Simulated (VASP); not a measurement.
# P (Imma) in VASP: notebook

Runs on P. Level: PBEsol. Tasks: single point.

All numbers are computed with VASP 6.6.1; they aren't measurements. Logs are shortened: lines on timing, memory, paths and dates and some standing lists are left out, and cuts for length are marked.

### Step 1. The cell of the first run

Symmetry: Imma, No. 74, orthorhombic system. The conventional cell has a = 3.654 Å, b = 5.433 Å, c = 3.569 Å, α = 90.00°, β = 90.00°, γ = 90.00°. P (site symmetry mm2) has 6 P at 2.30 to 2.83 Å within 3.0 Å.

### Step 2. Single point, PBEsol (strain +0.080 along x and y, -0.040 along z)

INCAR

```
SYSTEM = P
PREC = Accurate ; ENCUT = 520
EDIFF = 1E-6 ; ISMEAR = 0
SIGMA = 0.15 ; LREAL = .False.
LASPH = .True. ; NELM = 60
ALGO = Normal ; ISIF = 2
LWAVE = .False. ; LCHARG = .False.
GGA = PS ; NBANDS = 12
```

KPOINTS

```
regular mesh
0
Gamma
  18 18 18
  0 0 0
```

POSCAR

```
P
1.0
   -1.8268308465      2.7163782403      1.7845863704
    1.8268308465     -2.7163782403      1.7845863704
    1.8268308465      2.7163782403     -1.7845863704
P
2
Direct
    0.8033091100      0.0533091100      0.7500000000
    0.1966908900      0.9466908900      0.2500000000
```

Potentials or basis: VASP PAW PBE potentials, release 64 (P).

Command:

```
> cat potpaw_PBE.64/P/POTCAR > POTCAR
> mpirun -np 1 vasp_std > vasp.out
```

OUTCAR:

```text
SYSTEM = P
   PREC = Accurate
   ENCUT = 520
   EDIFF = 1E-6
   ISMEAR = 0
   LREAL = .False.
   LASPH = .True.
   NELM = 60
   ISIF = 2
   GGA = PS

 ion  position               nearest neighbor table
   1  0.803  0.053  0.750-   2 2.30   2 2.30   2 2.74   2 2.74   2 2.83   2 2.83
   2  0.197  0.947  0.250-   1 2.30   1 2.30   1 2.74   1 2.74   1 2.83   1 2.83

  LATTYP: Found a body centered orthorhombic cell.
 ALAT       =     3.5691727408
 B/A-ratio  =     1.0236718585
 C/A-ratio  =     1.5221332435

  Lattice vectors:

 A1 = (   1.8268308465,   2.7163782403,  -1.7845863704)
 A2 = (  -1.8268308465,   2.7163782403,   1.7845863704)
 A3 = (   1.8268308465,  -2.7163782403,   1.7845863704)

Analysis of symmetry for initial positions (statically):
=====================================================================
 Subroutine PRICEL returns:
 Original cell was already a primitive cell.

 Routine SETGRP: Setting up the symmetry group for a
 body centered orthorhombic supercell.

 Subroutine GETGRP returns: Found  8 space group operations
 (whereof  4 operations were pure point group operations)
 out of a pool of  8 trial point group operations.

The static configuration has the point symmetry C_2h.
 The point group associated with its full space group is D_2h.

Analysis of symmetry for dynamics (positions and initial velocities):
=====================================================================
 Subroutine PRICEL returns:
 Original cell was already a primitive cell.

 Routine SETGRP: Setting up the symmetry group for a
 body centered orthorhombic supercell.

 Subroutine GETGRP returns: Found  8 space group operations
 (whereof  4 operations were pure point group operations)
 out of a pool of  8 trial point group operations.

The dynamic configuration has the point symmetry C_2h.
 The point group associated with its full space group is D_2h.

 Subroutine INISYM returns: Found  8 space group operations
 (whereof  4 operations are pure point group operations),
 and found     1 'primitive' translations

----------------------------------------------------------------------------------------

                                     Primitive cell

  volume of cell :      35.4231

  direct lattice vectors                    reciprocal lattice vectors
    -1.826830847  2.716378240  1.784586370     0.000000000  0.184068622  0.280176969
     1.826830847 -2.716378240  1.784586370     0.273698028  0.000000000  0.280176969
     1.826830847  2.716378240 -1.784586370     0.273698028  0.184068622  0.000000000

  length of vectors
     3.728373667  3.728373667  3.728373667     0.335231847  0.391675560  0.329836123

  position of ions in fractional coordinates (direct lattice)
     0.803309110  0.053309110  0.750000000
     0.196690890  0.946690890  0.250000000

  ion indices of the primitive-cell ions
   primitive index   ion index
                 1           1
                 2           2

----------------------------------------------------------------------------------------

 KPOINTS: regular mesh

Automatic generation of k-mesh.
 Grid dimensions read from file:
 generate k-points for:   18   18   18

 Generating k-lattice:

  Cartesian coordinates                     Fractional coordinates (reciprocal lattice)
     0.000000000  0.010226035  0.015565387     0.055555556  0.000000000  0.000000000
     0.015205446  0.000000000  0.015565387     0.000000000  0.055555556  0.000000000
     0.015205446  0.010226035  0.000000000     0.000000000  0.000000000  0.055555556

  Length of vectors
     0.018623992  0.021759753  0.018324229

  Shift w.r.t. Gamma in fractional coordinates (k-lattice)
     0.000000000  0.000000000  0.000000000

 Subroutine IBZKPT returns following result:
 ===========================================

 Found    865 irreducible k-points:

 Following reciprocal coordinates:
            Coordinates               Weight
  0.000000  0.000000  0.000000      1.000000
  0.055556 -0.000000  0.000000      4.000000
  0.111111 -0.000000  0.000000      4.000000
  0.166667 -0.000000  0.000000      4.000000
  0.222222 -0.000000  0.000000      4.000000
  0.277778  0.000000  0.000000      4.000000
[... 16 lines left out ...]
 -0.333333  0.055556  0.000000      8.000000
 -0.277778  0.055556 -0.000000      8.000000
 [... further k-points ...]
   k-points           NKPTS =    865   k-points in BZ     NKDIM =    865   number of bands    NBANDS=     12
   number of dos      NEDOS =    301   number of ions     NIONS =      2
   total plane-waves  NPLWV =  21952
   dimension x,y,z NGX =    28 NGY =   28 NGZ =   28
   dimension x,y,z NGXF=    56 NGYF=   56 NGZF=   56
   ions per type =               2
   NGX,Y,Z   is equivalent  to a cutoff of  12.49, 12.49, 12.49 a.u.
   NGXF,Y,Z  is equivalent  to a cutoff of  24.97, 24.97, 24.97 a.u.
 SYSTEM =  P
   PREC   = accura    normal or accurate (medium, high low for compatibility)
   ISTART =      0    job   : 0-new  1-cont  2-samecut
   ICHARG =      2    charge: 1-file 2-atom 10-const
   ISPIN  =      1    spin polarized calculation?
   LNONCOLLINEAR =      F non collinear calculations
   LSORBIT =      F    spin-orbit coupling
   LASPH  =      T    aspherical Exc in radial PAW
   ENCUT  =  520.0 eV  38.22 Ry    6.18 a.u.   6.93  6.93  6.93*2*pi/ulx,y,z
   NELM   =     60;   NELMIN=  2; NELMDL= -5     # of ELM steps
   EDIFF  = 0.1E-05   stopping-criterion for ELM
   LREAL  =      F    real-space projection
   EDIFFG = 0.1E-04   stopping-criterion for IOM
   NSW    =      0    number of steps for IOM
   IBRION =     -1    ionic relax: 0-MD 1-quasi-New 2-CG
   NFREE  =      0    steps in history (QN), initial steepest desc. (CG)
   ISIF   =      2    stress and relaxation
   ISYM   =      2    0-nonsym 1-usesym 2-fastsym
   POTIM  = 0.5000    time-step for ionic-motion
   TEBEG  =    0.0;   TEEND  =   0.0 temperature during run
   PSTRESS=    0.0 pullay stress
   NELECT =      10.0000    total number of electrons
   NUPDOWN=      -1.0000    fix difference up-down
   EMIN   =  10.00;   EMAX   =-10.00  energy-range for DOS
   EFERMI =   0.00;   METHOD = LEGACY
   ISMEAR =     0;   SIGMA  =   0.15  broadening in eV -4-tet -1-fermi 0-gaus
   EFERMI_NEDOS =   21; number of points for ismear=-14 and -15
   IALGO  =     38    algorithm
   IMIX   =      4    mixing-type and parameters
     AMIX     =   0.40;   BMIX     =  1.00
     AMIX_MAG =   1.60;   BMIX_MAG =  1.00
  volume/ion in A,a.u.               =      17.71       119.52
  Fermi-wavevector in a.u.,A,eV,Ry     =   1.073939  2.029450 15.692199  1.153344
  Thomas-Fermi vector in A             =   2.209752
   LORBIT       =      0    0 simple, 1 ext, 2 COOP (PROOUT), +10 PAW based schemes
   GGA     = PS    functional components
   LHFCALC =     F    Hartree Fock is set to
   AEXX    =    0.0000 exact exchange contribution
   IVDW    =     0    specifies the selected vdW correction
   LEPSILON=     F    determine dielectric tensor
   LRPA    =     F    only Hartree local field effects (RPA)
 non-spin polarized calculation
 Gauss-broadening in eV      SIGMA  =   0.15
  energy-cutoff  :      520.00
  volume of cell :       35.42
 maximum number of plane-waves:       972
   NGX = 13   NGY = 13   NGZ = 13

 number of electron      10.0000001 magnetization

 Free energy of the ion-electron system (eV)
  ---------------------------------------------------
  ext. energy  EPLUGINS =         0.00000000
  ---------------------------------------------------
  free energy    TOTEN  =       -11.25715559 eV

  energy without entropy =      -11.25427783  energy(sigma->0) =      -11.25571671

 E-fermi :   7.0019     XC(G=0): -10.4979

 val. band max:        6.9954484882   @ k =  -0.4444   0.2778   0.0556
 cond. band min:       7.0061570756   @ k =   0.2778   0.2778   0.2222
 fundamental gap:      0.0107085874
 Fermi energy:         7.0018571422

 k-point     1 :       0.0000    0.0000    0.0000
  band No.  band energies     occupation
      1      -7.9028      2.00000
      2       3.6494      2.00000
      3       3.8006      2.00000
      4       5.1377      2.00000
      5       6.1085      2.00000
      6       8.6563      0.00000
      7       9.4357      0.00000
      8      12.0825      0.00000
      9      12.1435      0.00000
     10      13.7768      0.00000
     11      13.8812      0.00000
     12      14.1501      0.00000

 k-point     2 :       0.0556   -0.0000    0.0000
  band No.  band energies     occupation
      1      -7.8602      2.00000
      2       3.2825      2.00000
      3       3.8012      2.00000
      4       5.3179      2.00000
      5       6.1206      2.00000
      6       8.6299      0.00000
      7       9.4364      0.00000
      8      11.7692      0.00000
      9      12.2265      0.00000
     10      13.3599      0.00000
     11      13.9944      0.00000
     12      14.5312      0.00000

 k-point     3 :       0.1111   -0.0000    0.0000
  band No.  band energies     occupation
      1      -7.7329      2.00000
      2       2.5099      2.00000
      3       3.8043      2.00000
      4       5.5281      2.00000
      5       6.1764      2.00000
      6       8.5319      0.00000
      7       9.4356      0.00000
      8      11.1005      0.00000
      9      12.4767      0.00000
     10      13.1055      0.00000
     11      13.8571      0.00000
     12      15.3204      0.00000
[... 286 lines left out ...]
 k-point    23 :      -0.3333    0.0556    0.0000
  band No.  band energies     occupation
      1      -6.7185      2.00000
      2      -0.5326      2.00000
      3       3.4544      2.00000
      4       5.7808      2.00000
      5       6.1080      2.00000
      6       7.5600      0.00000
      7       8.4416      0.00000
      8       9.9349      0.00000
      9      13.5389      0.00000
     10      14.8464      0.00000
     11      15.2946      0.00000
     12      19.2744      0.00000

 k-point    24 :      -0.2778    0.0556   -0.0000
  band No.  band energies     occupation
      1      -7.0965      2.00000
      2       0.3737      2.00000
      3       3.4619      2.00000
      4       5.7143      2.00000
      5       6.3398      2.00000
      6       7.7487      0.00000
      7       8.8578      0.00000
      8      10.2329      0.00000
      9      13.0028      0.00000
     10      14.2417      0.00000
     11      14.5156      0.00000
     12      18.0261      0.00000

 [... further k-points ...]
[... 5 lines left out ...]
  --------------------------------------------------------------------------------------
  -------------------------------------------------------------------------------------
  Total       -3.0680812     -3.8238696      0.1375328      0.0000000     -0.0000000      0.0000000
  in kB     -138.7686278   -172.9527647      6.2205782      0.0000000     -0.0000000      0.0000000
  external PRESSURE =    -101.8336048 kB  Pullay stress =       0.0000000 kB

 VOLUME and BASIS-vectors are now :
 -----------------------------------------------------------------------------
  energy-cutoff  :      520.00
  volume of cell :       35.42
      direct lattice vectors                 reciprocal lattice vectors
    -1.826830847  2.716378240  1.784586370     0.000000000  0.184068622  0.280176969
     1.826830847 -2.716378240  1.784586370     0.273698028  0.000000000  0.280176969
     1.826830847  2.716378240 -1.784586370     0.273698028  0.184068622  0.000000000

 POSITION                                       TOTAL-FORCE (eV/Angst)
 -----------------------------------------------------------------------------------
      0.00000      4.07457      0.19027        -0.000000      0.000000     -0.153001
      1.82683     -1.35819      1.59432         0.000000     -0.000000      0.153001
 -----------------------------------------------------------------------------------
    total drift:                                0.000000     -0.000000     -0.000000

  FREE ENERGIE OF THE ION-ELECTRON SYSTEM (eV)
  ---------------------------------------------------
  free  energy   TOTEN  =       -11.2571555931 eV

  energy  without entropy=      -11.2542778259  energy(sigma->0) =      -11.25571671
```

Wall time 7.3 min (1 thread of Intel Xeon 8259CL, shared host); peak memory 0.38 GiB.

What came out:

| Quantity | Value |
| --- | --- |
| Free energy | -11.2572 eV |
| Pressure | -10.2 GPa |
| Largest force | 0.153 eV/Å |
| Band gap on the k mesh | zero (bands 5 and 6 overlap by 0.77 eV) |

Forces in eV/Å, atoms in the order of the input:
```
P    0.000  0.000 -0.153
P    0.000  0.000  0.153
```

Stress tensor (GPa, compression positive):
```
-13.88   0.00   0.00
  0.00 -17.30   0.00
  0.00   0.00   0.62
```

Caveat: the cell differs from its parent crystal (strain +0.080 along x and y, -0.040 along z); the cell stands under tension; the PAW data sets were made with another functional, which shifts forces and pressure a little.

### Step 3. Single point, PBEsol (strain +0.040 along x and y, +0.040 along z)

INCAR

```
PREC     = Accurate       # precision mode
ENCUT    = 520            # plane-wave cutoff, eV
EDIFF    = 1E-6           # SCF threshold, eV
ISMEAR   = 0              # smearing method
SIGMA    = 0.15           # smearing width, eV
LREAL    = False          # projectors in reciprocal space
LASPH    = True           # aspherical terms in the spheres
NELM     = 60             # most SCF steps
ALGO     = Normal         # electronic algorithm
ISIF     = 2              # what is computed and relaxed
LWAVE    = False          # write WAVECAR
LCHARG   = True           # write CHGCAR
GGA      = PS             # functional
LELF     = True           # ELF
LVHAR    = True         
NBANDS   = 12             # bands
```

KPOINTS

```
regular mesh
0
Gamma
  18 18 18
```

POSCAR

```
P
1.0
   -1.7591704448      2.6157716388      1.9333019012
    1.7591704448     -2.6157716388      1.9333019012
    1.7591704448      2.6157716388     -1.9333019012
P
2
Direct
    0.8033091100      0.0533091100      0.7500000000
    0.1966908900      0.9466908900      0.2500000000
```

Potentials or basis: VASP PAW PBE potentials, release 64 (P).

Command:

```
> cat potpaw_PBE.64/P/POTCAR > POTCAR
> mpirun -np 1 vasp_std > vasp.out
```

Run time: 6.9 min. Hardware: 1 thread of Intel Xeon 8259CL, shared host; peak memory 0.38 GiB.

The run converged. Its results:

| Property | Result |
| --- | --- |
| Free energy | -11.4049 eV |
| Pressure | -10.0 GPa |
| Largest force | 0.382 eV/Å |
| Band gap on the k mesh | zero (bands 5 and 6 overlap by 0.93 eV) |

Forces in eV/Å, atoms in the order of the input:
```
P    0.000  0.000  0.382
P    0.000  0.000 -0.382
```

Stress tensor (GPa, compression positive):
```
-11.36   0.00   0.00
  0.00  -9.92   0.00
  0.00   0.00  -8.82
```

Levels at points of the mesh, in eV from the Fermi level:
```csv
k point,band 3,band 4,band 5,band 6,band 7,band 8
"(0.00, 0.00, 0.00)",-2.73,-2.55,-1.90,1.56,2.36,3.77
"(0.50, 0.00, 0.00)",-2.85,-1.51,-1.26,0.13,0.95,1.54
"(0.00, 0.50, 0.00)",-6.04,-4.81,-4.50,0.93,6.09,6.41
"(0.50, 0.50, 0.00)",-2.97,-2.97,-0.13,-0.13,0.41,0.41
"(0.50, 0.50, 0.50)",-7.43,-4.60,-4.52,0.64,5.83,7.52
```

Caveat: the cell differs from its parent crystal (strain +0.040 along x and y, +0.040 along z); the cell stands under tension; the PAW data sets were made with another functional, which shifts forces and pressure a little.

(Part 1 of 2 ends here.)
